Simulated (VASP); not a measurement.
Crystal: Be3CdSe4.

```
Be Cd Se
1.0
     5.33000    0.00000    0.00000
     0.00000    5.33000    0.00000
     0.00000    0.00000    5.33000
Be Cd Se
3 1 4
Direct
  0.50000 0.00000 0.50000
  0.00000 0.50000 0.50000
  0.50000 0.50000 0.00000
  0.00000 0.00000 0.00000
  0.72500 0.72500 0.27500
  0.27500 0.27500 0.27500
  0.72500 0.27500 0.72500
  0.27500 0.72500 0.72500
```

* Program: VASP 6.6.1
* Task: relaxation of cell and atoms
* Functional: PBE
* Potentials or basis: VASP PAW PBE potentials, release 64 (Be, Cd, Se)
* Cutoff: 600 eV
* k mesh: 2 × 2 × 2
* Occupations: gaussian, width 0.15 eV
* Spin: no spin polarisation

At the start: pressure 5.2 GPa; volume 18.93 Å³/atom.

**Question.** Where does the relaxation end?

**Answer.** Over 5 steps the energy falls by 22.4 meV/atom and the volume is 20.34 Å³/atom (+7.5 %); space group P-43m (No. 215, to 0.05 Å).

Step by step:
| step | energy change (eV) | largest force (eV/Å) | pressure (GPa) | volume (Å³) |
| --- | --- | --- | --- | --- |
| 1 | 0.0000 | 0.2157 | 5.23 | 151.42 |
| 2 | -0.1649 | 0.1789 | -1.16 | 165.37 |
| 3 | -0.1746 | 0.1855 | -0.07 | 162.52 |
| 4 | -0.1745 | 0.1849 | -0.16 | 162.74 |
| 5 | -0.1789 | 0.0570 | -0.10 | 162.72 |

Final structure:
```
CELL_PARAMETERS angstrom
5.45938 0.00000 0.00000
0.00000 5.45938 0.00000
0.00000 0.00000 5.45938
ATOMIC_POSITIONS crystal
Be 0.50000 0.00000 0.50000
Be 0.00000 0.50000 0.50000
Be 0.50000 0.50000 0.00000
Cd 0.00000 0.00000 0.00000
Se 0.72687 0.72687 0.27313
Se 0.27313 0.27313 0.27313
Se 0.72687 0.27313 0.72687
Se 0.27313 0.72687 0.72687
```

Caveat: the k points lie up to 0.58 Å⁻¹ apart in the final cell; the relaxation stopped at a loose force limit of 0.08 eV/Å, so its end isn't a converged minimum.
